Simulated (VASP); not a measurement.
Here is a VASP 6.6.1 calculation.

Contents of INCAR:

```
PREC = Accurate
ENCUT = 520
EDIFF = 1E-7
ISMEAR = 0
SIGMA = 0.02
LREAL = Auto
LASPH = True
NELM = 80
ALGO = Normal
ISIF = 2
LWAVE = False
LCHARG = False
GGA = PE
IVDW = 12
NBANDS = 78
NELECT = 124.0
```

File KPOINTS:

```
regular mesh
0
Gamma
  2 2 2
```

Contents of POSCAR:

```
Si8O15
1.0
   -4.1246000000     -4.1246000000      0.0000000000
    4.1246000000     -4.1246000000      0.0000000000
    0.0000000000      0.0000000000      5.2948000000
Si O
8 15
Direct
    0.5000000000      0.4962122388     -0.0031612148
    0.0000000000      0.5428051205      0.2500000000
    0.5000000000      0.4962122388      0.5031612148
    0.0000000000      0.4948249527      0.7500000000
    0.0000000000     -0.0052199001      0.0243918562
    0.5000000000     -0.0022043350      0.2500000000
    0.0000000000     -0.0052199001      0.4756081438
    0.5000000000     -0.0043010231      0.7500000000
    0.2066345827      0.4957496485     -0.0157433709
    0.7933654173      0.4957496485     -0.0157433709
    0.0000000000      1.2364483829      0.2500000000
    0.2066345827      0.4957496485      0.5157433709
    0.0000000000      0.1878116666      0.7500000000
    0.7933654173      0.4957496485      0.5157433709
    0.0000000000      0.8011855695      0.7500000000
    0.6918651506     -0.0035433739      0.0028363678
    0.5000000000      0.6913998933      0.2500000000
    0.3081348494     -0.0035433739      0.0028363678
    0.5000000000      0.3020101343      0.2500000000
    0.6918651506     -0.0035433739      0.4971636322
    0.5000000000      0.6975151530      0.7500000000
    0.3081348494     -0.0035433739      0.4971636322
    0.5000000000      0.2959945207      0.7500000000
```

Potentials or basis: VASP PAW PBE potentials, release 64 (Si, O).

Launch:

```bash
$ cat potpaw_PBE.64/Si/POTCAR potpaw_PBE.64/O/POTCAR > POTCAR
$ mpirun -np 1 vasp_std > vasp.out
```

(1) Estimate the largest force.

(2) Estimate the dispersion energy per atom.

Results:

(1) 0.028 eV/Å.

(2) -0.247 eV.

Caveat: the k points lie up to 0.59 Å⁻¹ apart; the cell carries a net charge on a neutralising background, which shifts energy and pressure.
